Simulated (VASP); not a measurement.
# Ta4Br (Immm) in VASP: single point with PBE

Aim: the single point of Ta4Br with PBE.

Program: VASP 6.6.1. These are calculated values, not measurements. Logs are shortened: lines on timing, memory, paths and dates and some standing lists are left out, and cuts for length are marked.

## 1. The cell of the first run

It takes space group Immm (No. 71, orthorhombic). The conventional cell has a = 4.826 Å, b = 5.416 Å, c = 8.430 Å, α = 90.00°, β = 90.00°, γ = 90.00°. Within 3.5 Å of Ta (site symmetry m) lie 5 Ta at 2.69 to 2.81 Å and 3 Br at 3.10 to 3.13 Å. Br (site symmetry mmm) has 12 Ta at 3.10 to 3.13 Å within 4.1 Å.

The cell was generated, and may not be a known phase.

## 2. Single point, PBE, collinear spin

The input, INCAR:

```
PREC = Accurate ; ENCUT = 520
EDIFF = 1E-6 ; ISMEAR = 0
SIGMA = 0.1 ; LREAL = F
LASPH = T ; NELM = 150
ALGO = Normal ; ISIF = 2
LWAVE = F ; LCHARG = T
ISPIN = 2 ; MAGMOM = 1 1 1 1 0
LORBIT = 11 ; LMAXMIX = 4
GGA = PE ; LELF = T
LVHAR = T ; NBANDS = 38
```

The input, KPOINTS:

```
Automatic mesh
0
Gamma
  6 6 6
```

The input, POSCAR:

```
Ta4Br
1.0
   -2.4129411918      2.7082097280      4.2150556314
    2.4129411918     -2.7082097280      4.2150556314
    2.4129411918      2.7082097280     -4.2150556314
Ta Br
4 1
Direct
    0.5836489098      0.3357863571      0.2478625527
    0.0879238044      0.3357863571      0.7521374473
    0.9120761956      0.6642136429      0.2478625527
    0.4163510902      0.6642136429      0.7521374473
    0.0000000000      0.0000000000      0.0000000000
```

Potentials or basis: VASP PAW PBE potentials, release 64 (Ta_pv, Br).

Launch:

```console
$ cat potpaw_PBE.64/Ta_pv/POTCAR potpaw_PBE.64/Br/POTCAR > POTCAR
$ mpirun -np 1 vasp_std > vasp.out
```

OUTCAR:

```text
PREC = Accurate
   ENCUT = 520
   EDIFF = 1E-6
   ISMEAR = 0
   LREAL = F
   LASPH = T
   NELM = 150
   ISIF = 2
   ISPIN = 2
   LORBIT = 11
   GGA = PE

 ion  position               nearest neighbor table
   1  0.584  0.336  0.248-   2 2.69   2 2.73   3 2.77   4 2.81   4 2.81   5 3.10   5 3.10   5 3.13

   2  0.088  0.336  0.752-   1 2.69   1 2.73   4 2.77   3 2.81   3 2.81   5 3.10   5 3.10   5 3.13

   3  0.912  0.664  0.248-   4 2.69   4 2.73   1 2.77   2 2.81   2 2.81   5 3.10   5 3.10   5 3.13

   4  0.416  0.664  0.752-   3 2.69   3 2.73   2 2.77   1 2.81   1 2.81   5 3.10   5 3.10   5 3.13

   5  0.000  0.000  0.000-   4 3.10   3 3.10   2 3.10   1 3.10   4 3.10   3 3.10   2 3.10   1 3.10
                             1 3.13   4 3.13   3 3.13   2 3.13

  LATTYP: Found a body centered orthorhombic cell.
 ALAT       =     4.8258823836
 B/A-ratio  =     1.1223687246
 C/A-ratio  =     1.7468538586

  Lattice vectors:

 A1 = (  -2.4129411918,   2.7082097280,   4.2150556314)
 A2 = (   2.4129411918,  -2.7082097280,   4.2150556314)
 A3 = (   2.4129411918,   2.7082097280,  -4.2150556314)

Analysis of symmetry for initial positions (statically):
=====================================================================
 Subroutine PRICEL returns:
 Original cell was already a primitive cell.

 Routine SETGRP: Setting up the symmetry group for a
 body centered orthorhombic supercell.

 Subroutine GETGRP returns: Found  8 space group operations
 (whereof  8 operations were pure point group operations)
 out of a pool of  8 trial point group operations.

The static configuration has the point symmetry D_2h.

Analysis of symmetry for dynamics (positions and initial velocities):
=====================================================================
 Subroutine PRICEL returns:
 Original cell was already a primitive cell.

 Routine SETGRP: Setting up the symmetry group for a
 body centered orthorhombic supercell.

 Subroutine GETGRP returns: Found  8 space group operations
 (whereof  8 operations were pure point group operations)
 out of a pool of  8 trial point group operations.

The dynamic configuration has the point symmetry D_2h.

Analysis of structural, dynamic, and magnetic symmetry:
=====================================================================
 Subroutine PRICEL returns:
 Original cell was already a primitive cell.

 Routine SETGRP: Setting up the symmetry group for a
 body centered orthorhombic supercell.

 Subroutine GETGRP returns: Found  8 space group operations
 (whereof  8 operations were pure point group operations)
[... 143 lines left out ...]
 maximum number of plane-waves:      2986
 NGX is ok and might be reduce to    42
   NGX = 21   NGY = 21   NGZ = 21

 number of electron      51.0000000 magnetization      -0.0006961

 number of electron      51.0000000 magnetization       0.0000186

 Free energy of the ion-electron system (eV)
  ---------------------------------------------------
  ext. energy  EPLUGINS =         0.00000000
  ---------------------------------------------------
  free energy    TOTEN  =       -42.74783507 eV

  energy without entropy =      -42.71281169  energy(sigma->0) =      -42.73032338

 E-fermi :   4.5157     XC(G=0): -11.1179

 val. band max:        4.4938391158   @ k =  -0.3333  -0.1667   0.1667
 cond. band min:       4.5208040862   @ k =   0.5000  -0.3333   0.3333
 fundamental gap:      0.0269649704
 Fermi energy:         4.5156541814

 spin component 1

 k-point     1 :       0.0000    0.0000    0.0000
  band No.  band energies     occupation
      1     -30.2373      1.00000
      2     -30.2025      1.00000
      3     -29.9569      1.00000
      4     -29.9478      1.00000
      5     -29.8399      1.00000
      6     -29.6683      1.00000
[... 949 lines left out ...]
     36       8.2500      0.00000
     37       8.8056      0.00000

 [... further k-points ...]

 spin component 2

 k-point     1 :       0.0000    0.0000    0.0000
  band No.  band energies     occupation
      1     -30.2373      1.00000
      2     -30.2025      1.00000
      3     -29.9569      1.00000
      4     -29.9478      1.00000
      5     -29.8399      1.00000
      6     -29.6683      1.00000
[... 949 lines left out ...]
     36       8.2500      0.00000
     37       8.8057      0.00000

 [... further k-points ...]

 [bands above 37 left out]

------------------------ aborting loop because EDIFF is reached ----------------------------------------

  FORCE on cell =-STRESS in cart. coord.  units (eV):
  Direction    XX          YY          ZZ          XY          YZ          ZX
  --------------------------------------------------------------------------------------
  -------------------------------------------------------------------------------------
  Total        0.0213608      0.0559808     -0.1132196      0.0000000      0.0000000      0.0000000
  in kB        0.3106247      0.8140620     -1.6464169      0.0000000      0.0000000      0.0000000
  external PRESSURE =      -0.1739101 kB  Pullay stress =       0.0000000 kB

 VOLUME and BASIS-vectors are now :
 -----------------------------------------------------------------------------
  energy-cutoff  :      520.00
  volume of cell :      110.18
      direct lattice vectors                 reciprocal lattice vectors
    -2.412941192  2.708209728  4.215055631     0.000000000  0.184623811  0.118622396
     2.412941192 -2.708209728  4.215055631     0.207215991  0.000000000  0.118622396
     2.412941192  2.708209728 -4.215055631     0.207215991  0.184623811  0.000000000

 POSITION                                       TOTAL-FORCE (eV/Angst)
 -----------------------------------------------------------------------------------
      0.00000      1.34253      2.83072        -0.000000     -0.008202      0.006822
      2.41294      1.36568     -1.38434         0.000000      0.008202      0.006822
      0.00000      1.34253      5.59939        -0.000000     -0.008202     -0.006822
      2.41294      1.36568      1.38434        -0.000000      0.008202     -0.006822
      0.00000      0.00000      0.00000        -0.000000     -0.000000     -0.000000
 -----------------------------------------------------------------------------------
    total drift:                               -0.000000     -0.000000      0.000000

  FREE ENERGIE OF THE ION-ELECTRON SYSTEM (eV)
  ---------------------------------------------------
  free  energy   TOTEN  =       -42.7478350736 eV

  energy  without entropy=      -42.7128116894  energy(sigma->0) =      -42.73032338

 total charge

# of ion       s       p       d       tot
------------------------------------------
    1        0.414   6.080   2.416   8.911
    2        0.414   6.080   2.416   8.911
    3        0.414   6.080   2.416   8.911
    4        0.414   6.080   2.416   8.911
    5        1.657   3.013   0.092   4.761
--------------------------------------------------
tot          3.314  27.334   9.757  40.405

 magnetization (x)

# of ion       s       p       d       tot
------------------------------------------
    1       -0.000  -0.000  -0.000  -0.000
    2       -0.000  -0.000  -0.000  -0.000
    3       -0.000  -0.000  -0.000  -0.000
    4       -0.000  -0.000  -0.000  -0.000
    5       -0.000   0.000   0.000   0.000
--------------------------------------------------
tot         -0.000  -0.000  -0.000  -0.000
```

stdout:

```text
POSCAR found type information on POSCAR TaBr
 POSCAR found :  2 types and       5 ions
 scaLAPACK will be used
 LDA part: xc-table for (Slater+PW92), standard interpolation
 POSCAR, INCAR and KPOINTS ok, starting setup
 FFT: planning ... GRIDC
 FFT: planning ... GRID_SOFT
 FFT: planning ... GRID
 WAVECAR not read
 entering main loop
```

Wall time 6.7 min (1 thread of Intel Xeon Platinum 8259CL at 2.50GHz (Skylake/Cascade Lake), shared host); peak memory 0.48 GiB.

Results:

```yaml
Free_energy: -42.7478 eV
Pressure: 0.0 GPa
Largest_force: 0.011 eV/Å
Net_moment: 0.00 μB per cell
Valence_electrons_inside_the_program's_atomic_spheres: Ta 8.91; Br 4.76
```

Forces on the atoms (eV/Å):
```
Ta   0.000 -0.008  0.007
Ta   0.000  0.008  0.007
Ta   0.000 -0.008 -0.007
Ta   0.000  0.008 -0.007
Br   0.000  0.000  0.000
```

Caveat: spin-orbit coupling is left out, which moves the levels of the heavy elements.
